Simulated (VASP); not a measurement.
# Ir (P6_3/mmc) in VASP: further runs

Runs on Ir. Level: LDA. Tasks: single point.

All numbers are computed with VASP 6.6.1; they aren't measurements. Logs are shortened: lines on timing, memory, paths and dates and some standing lists are left out, and cuts for length are marked.

### Step 1. The cell of the first run

It takes space group P6_3/mmc (No. 194, hexagonal). Conventional cell: a = 2.705 Å, b = 2.705 Å, c = 4.386 Å, α = 90.00°, β = 90.00°, γ = 120.00°. Within 3.6 Å of Ir (site symmetry -6m2) lie 12 Ir at 2.69 to 2.71 Å.

### Step 2. Single point, LDA

Contents of INCAR:

```
SYSTEM = Ir
PREC = Accurate ; ENCUT = 500
EDIFF = 1E-6 ; ISMEAR = 0
SIGMA = 0.15 ; LREAL = .FALSE.
LASPH = .TRUE. ; NELM = 120
ALGO = Normal ; ISIF = 2
LWAVE = .FALSE. ; LCHARG = .FALSE.
NBANDS = 24 ; GGA_COMPAT = .FALSE.
```

Contents of KPOINTS:

```
regular mesh
0
G
  21 21 12
  0 0 0
```

Contents of POSCAR:

```
Ir
1.0
    2.7052421934      0.0000000000      0.0000000000
   -1.3526210967      2.3428084629      0.0000000000
    0.0000000000      0.0000000000      4.3862377053
Ir
2
Direct
    0.6666666667      0.3333333333      0.7500000000
    0.3333333333      0.6666666667      0.2500000000
```

Potentials or basis: VASP PAW LDA potentials, release 64 (Ir_sv_GW).

Run with:

```
> cat potpaw_LDA.64/Ir_sv_GW/POTCAR > POTCAR
> mpirun -np 1 vasp_std > vasp.out
```

OUTCAR:

```text
SYSTEM = Ir
   PREC = Accurate
   ENCUT = 500
   EDIFF = 1E-6
   ISMEAR = 0
   LREAL = .FALSE.
   LASPH = .TRUE.
   NELM = 120
   ISIF = 2

 ion  position               nearest neighbor table
   1  0.667  0.333  0.750-   2 2.69   2 2.69   2 2.69   2 2.69   2 2.69   2 2.69
   2  0.333  0.667  0.250-   1 2.69   1 2.69   1 2.69   1 2.69   1 2.69   1 2.69

  LATTYP: Found a hexagonal cell.
 ALAT       =     2.7052421934
 C/A-ratio  =     1.6213844794

  Lattice vectors:

 A1 = (   2.7052421934,   0.0000000000,   0.0000000000)
 A2 = (  -1.3526210967,   2.3428084629,   0.0000000000)
 A3 = (   0.0000000000,   0.0000000000,   4.3862377053)

Analysis of symmetry for initial positions (statically):
=====================================================================
 Subroutine PRICEL returns:
 Original cell was already a primitive cell.

 Routine SETGRP: Setting up the symmetry group for a
 hexagonal supercell.

 Subroutine GETGRP returns: Found 24 space group operations
 (whereof 12 operations were pure point group operations)
 out of a pool of 24 trial point group operations.

The static configuration has the point symmetry D_3d.
 The point group associated with its full space group is D_6h.

Analysis of symmetry for dynamics (positions and initial velocities):
=====================================================================
 Subroutine PRICEL returns:
 Original cell was already a primitive cell.

 Routine SETGRP: Setting up the symmetry group for a
 hexagonal supercell.

 Subroutine GETGRP returns: Found 24 space group operations
 (whereof 12 operations were pure point group operations)
 out of a pool of 24 trial point group operations.

The dynamic configuration has the point symmetry D_3d.
 The point group associated with its full space group is D_6h.

 Subroutine INISYM returns: Found 24 space group operations
 (whereof 12 operations are pure point group operations),
 and found     1 'primitive' translations

----------------------------------------------------------------------------------------

                                     Primitive cell

  volume of cell :      27.7994

  direct lattice vectors                    reciprocal lattice vectors
     2.705242193  0.000000000  0.000000000     0.369652670  0.213419069  0.000000000
    -1.352621097  2.342808463  0.000000000     0.000000000  0.426838137  0.000000000
     0.000000000  0.000000000  4.386237705     0.000000000  0.000000000  0.227985820

  length of vectors
     2.705242193  2.705242193  4.386237705     0.426838137  0.426838137  0.227985820

[... 73 lines left out ...]
   ICHARG =      2    charge: 1-file 2-atom 10-const
   ISPIN  =      1    spin polarized calculation?
   LNONCOLLINEAR =      F non collinear calculations
   LSORBIT =      F    spin-orbit coupling
   LASPH  =      T    aspherical Exc in radial PAW
   ENCUT  =  500.0 eV  36.75 Ry    6.06 a.u.   4.93  4.93  8.00*2*pi/ulx,y,z
   NELM   =    120;   NELMIN=  2; NELMDL= -5     # of ELM steps
   EDIFF  = 0.1E-05   stopping-criterion for ELM
   LREAL  =      F    real-space projection
   EDIFFG = 0.1E-04   stopping-criterion for IOM
   NSW    =      0    number of steps for IOM
   IBRION =     -1    ionic relax: 0-MD 1-quasi-New 2-CG
   NFREE  =      0    steps in history (QN), initial steepest desc. (CG)
   ISIF   =      2    stress and relaxation
   ISYM   =      2    0-nonsym 1-usesym 2-fastsym
   POTIM  = 0.5000    time-step for ionic-motion
   TEBEG  =    0.0;   TEEND  =   0.0 temperature during run
   PSTRESS=    0.0 pullay stress
   NELECT =      34.0000    total number of electrons
   NUPDOWN=      -1.0000    fix difference up-down
   EMIN   =  10.00;   EMAX   =-10.00  energy-range for DOS
   EFERMI =   0.00;   METHOD = LEGACY
   ISMEAR =     0;   SIGMA  =   0.15  broadening in eV -4-tet -1-fermi 0-gaus
   EFERMI_NEDOS =   21; number of points for ismear=-14 and -15
   IALGO  =     38    algorithm
   IMIX   =      4    mixing-type and parameters
     AMIX     =   0.40;   BMIX     =  1.00
     AMIX_MAG =   1.60;   BMIX_MAG =  1.00
  volume/ion in A,a.u.               =      13.90        93.80
  Fermi-wavevector in a.u.,A,eV,Ry     =   1.750744  3.308427 41.703303  3.065106
  Thomas-Fermi vector in A             =   2.821404
   LORBIT       =      0    0 simple, 1 ext, 2 COOP (PROOUT), +10 PAW based schemes
   GGA     = CA    functional components
   LHFCALC =     F    Hartree Fock is set to
   AEXX    =    0.0000 exact exchange contribution
   IVDW    =     0    specifies the selected vdW correction
   LEPSILON=     F    determine dielectric tensor
   LRPA    =     F    only Hartree local field effects (RPA)
 non-spin polarized calculation
 Gauss-broadening in eV      SIGMA  =   0.15
  energy-cutoff  :      500.00
  volume of cell :       27.80
 maximum number of plane-waves:       738
 NGX is ok and might be reduce to    20
   NGX =  9   NGY =  9   NGZ = 15

 number of electron      34.0000000 magnetization

 Free energy of the ion-electron system (eV)
  ---------------------------------------------------
  ext. energy  EPLUGINS =         0.00000000
  ---------------------------------------------------
  free energy    TOTEN  =       -21.65657650 eV

  energy without entropy =      -21.63267934  energy(sigma->0) =      -21.64462792

 E-fermi :  13.1434     XC(G=0): -14.8964

 val. band max:       13.1419978604   @ k =   0.2857   0.0476   0.4167
 cond. band min:      13.1460292329   @ k =   0.3810   0.1429   0.0000
 fundamental gap:      0.0040313726
 Fermi energy:        13.1433961268

 k-point     1 :       0.0000    0.0000    0.0000
  band No.  band energies     occupation
      1     -79.5380      2.00000
      2     -79.4633      2.00000
      3     -37.0830      2.00000
      4     -36.3313      2.00000
      5     -36.3313      2.00000
      6     -36.2154      2.00000
[... 637 lines left out ...]
     23      28.0312      0.00000
     24      29.0641      0.00000

 [... further k-points ...]
[... 5 lines left out ...]
  --------------------------------------------------------------------------------------
  -------------------------------------------------------------------------------------
  Total       -0.3150315     -0.3150315     -0.2454190      0.0000000     -0.0000000     -0.0000000
  in kB      -18.1563907    -18.1563907    -14.1443700      0.0000000     -0.0000000     -0.0000000
  external PRESSURE =     -16.8190505 kB  Pullay stress =       0.0000000 kB

 VOLUME and BASIS-vectors are now :
 -----------------------------------------------------------------------------
  energy-cutoff  :      500.00
  volume of cell :       27.80
      direct lattice vectors                 reciprocal lattice vectors
     2.705242193  0.000000000  0.000000000     0.369652670  0.213419069  0.000000000
    -1.352621097  2.342808463  0.000000000     0.000000000  0.426838137  0.000000000
     0.000000000  0.000000000  4.386237705     0.000000000  0.000000000  0.227985820

 POSITION                                       TOTAL-FORCE (eV/Angst)
 -----------------------------------------------------------------------------------
      1.35262      0.78094      3.28968        -0.000000      0.000000      0.000000
     -0.00000      1.56187      1.09656         0.000000     -0.000000      0.000000
 -----------------------------------------------------------------------------------
    total drift:                               -0.000000      0.000000     -0.000000

  FREE ENERGIE OF THE ION-ELECTRON SYSTEM (eV)
  ---------------------------------------------------
  free  energy   TOTEN  =       -21.6565764975 eV

  energy  without entropy=      -21.6326793399  energy(sigma->0) =      -21.64462792
```

stdout:

```text
POSCAR found type information on POSCAR Ir
 POSCAR found :  1 types and       2 ions
 scaLAPACK will be used
 LDA part: xc-table for (Slater(with rela. corr.)+CA(PZ))
 , standard interpolation
 POSCAR, INCAR and KPOINTS ok, starting setup
 FFT: planning ... GRIDC
 FFT: planning ... GRID_SOFT
 FFT: planning ... GRID
 WAVECAR not read
 entering main loop
```

Wall time 2.4 min (1 thread of Intel Xeon Platinum 8259CL at 2.50GHz (Skylake/Cascade Lake), shared host); peak memory 0.28 GiB.

Results:

```
Free energy            : -21.6566 eV
Pressure               : -1.7 GPa
Band gap on the k mesh : zero (band 17 reaches 14.16 eV, above the bottom of band 18 at 10.71 eV)
```

Stress tensor (GPa, compression positive):
```
-1.82  0.00  0.00
 0.00 -1.82  0.00
 0.00  0.00 -1.41
```

Caveat: spin-orbit coupling is left out, which moves the levels of the heavy elements.

### Step 3. Single point, LDA

This run uses another cell than the first one, of 13.07 Å³/atom, 0.940 times its volume.

Contents of INCAR:

```
SYSTEM = Ir
PREC = Accurate
ENCUT = 500
EDIFF = 1E-6
ISMEAR = 0
SIGMA = 0.15
LREAL = .False.
LASPH = .True.
NELM = 120
ALGO = Normal
ISIF = 2
LWAVE = .False.
LCHARG = .True.
LELF = .True.
LVHAR = .True.
NBANDS = 24
GGA_COMPAT = .False.
```

Contents of KPOINTS:

```
Automatic mesh
0
Gamma
  21 21 12
  0 0 0
```

Contents of POSCAR:

```
Ir
1.0
    2.6500373936      0.0000000000      0.0000000000
   -1.3250186968      2.2949997038      0.0000000000
    0.0000000000      0.0000000000      4.2967294997
Ir
2
Direct
    0.6666666667      0.3333333333      0.7500000000
    0.3333333333      0.6666666667      0.2500000000
```

Potentials or basis: VASP PAW LDA potentials, release 64 (Ir_sv_GW).

Run with:

```
> cat potpaw_LDA.64/Ir_sv_GW/POTCAR > POTCAR
> mpirun -np 1 vasp_std > vasp.out
```

Run time: 1.7 min. Hardware: 1 thread of Intel Xeon Platinum 8375C at 2.90GHz (Ice Lake), shared host; peak memory 0.26 GiB.

Results (log left out):

| Quantity | Value |
| --- | --- |
| Free energy | -21.4976 eV |
| Pressure | 27.4 GPa |
| Band gap on the k mesh | zero (band 17 reaches 15.57 eV, above the bottom of band 18 at 11.76 eV) |

Stress tensor (GPa, compression positive):
```
26.97  0.00  0.00
 0.00 26.97  0.00
 0.00  0.00 28.21
```

Levels at points of the mesh, in eV from the Fermi level:
| k point | band 15 | band 16 | band 17 | band 18 | band 19 | band 20 |
| --- | --- | --- | --- | --- | --- | --- |
| (0.00, 0.00, 0.00) | -3.64 | -2.73 | -2.73 | -0.96 | 0.29 | 0.29 |
| (0.00, 0.00, 0.50) | -4.53 | -4.53 | -0.53 | -0.53 | -0.53 | -0.53 |

Caveat: spin-orbit coupling is left out, which moves the levels of the heavy elements.

### Step 4. Single point, LDA

This run uses another cell than the first one, of 14.73 Å³/atom, 1.060 times its volume.

Contents of INCAR:

```
ALGO = Normal
EDIFF = 1E-6
ENCUT = 500
GGA_COMPAT = F
ISIF = 2
ISMEAR = 0
LASPH = T
LCHARG = F
LREAL = F
LWAVE = F
NBANDS = 24
NELM = 120
PREC = Accurate
SIGMA = 0.15
```

Contents of KPOINTS:

```
k-points
0
Gamma
  21 21 12
```

Contents of POSCAR:

```
Ir
1.0
    2.7583201541      0.0000000000      0.0000000000
   -1.3791600771      2.3887753253      0.0000000000
    0.0000000000      0.0000000000      4.4722974870
Ir
2
Direct
    0.6666666667      0.3333333333      0.7500000000
    0.3333333333      0.6666666667      0.2500000000
```

Run with:

```
> cat potpaw_LDA.64/Ir_sv_GW/POTCAR > POTCAR
> mpirun -np 1 vasp_std > vasp.out
```

It took 62 s on 1 thread of Intel Xeon 6975P-C (Granite Rapids), shared host; peak memory 0.28 GiB.

The run converged. Its results:

* Free energy: -21.5595 eV
* Pressure: -21.8 GPa
* Band gap on the k mesh: zero (band 17 reaches 12.91 eV, above the bottom of band 18 at 9.78 eV)

Stress tensor (GPa, compression positive):
```
-21.78   0.00   0.00
  0.00 -21.78   0.00
  0.00   0.00 -21.93
```

Levels at points of the mesh, in eV from the Fermi level:
| k point | band 14 | band 15 | band 16 | band 17 | band 18 | band 19 | band 20 | band 21 |
| --- | --- | --- | --- | --- | --- | --- | --- | --- |
| (0.00, 0.00, 0.00) | -3.02 | -3.02 | -2.26 | -2.26 | -0.67 | 0.25 | 0.25 | 6.71 |
| (0.00, 0.00, 0.50) | -3.76 | -3.76 | -3.76 | -0.46 | -0.46 | -0.46 | -0.46 | 13.19 |

Caveat: spin-orbit coupling is left out, which moves the levels of the heavy elements.

### Step 5. The runs side by side

| cell | gap on the mesh (eV) | pressure (GPa) |
| --- | --- | --- |
| a = 2.705, b = 2.705, c = 4.386 Å, angles 90.0, 90.0, 120.0°, 2 atoms | none | -1.7 |
| a = 2.650, b = 2.650, c = 4.297 Å, angles 90.0, 90.0, 120.0°, 2 atoms | none | 27.4 |
| a = 2.758, b = 2.758, c = 4.472 Å, angles 90.0, 90.0, 120.0°, 2 atoms | none | -21.8 |

Alike in all rows: task single point; level LDA; potentials or basis VASP PAW LDA potentials, release 64 (Ir_sv_GW); no spin polarisation; k mesh 21 × 21 × 12; cutoff (eV) 500; smearing gaussian 0.15 eV.

Caveats: spin-orbit coupling is left out, which moves the levels of the heavy elements.

Absolute energies hang on the potentials; compare differences alone.
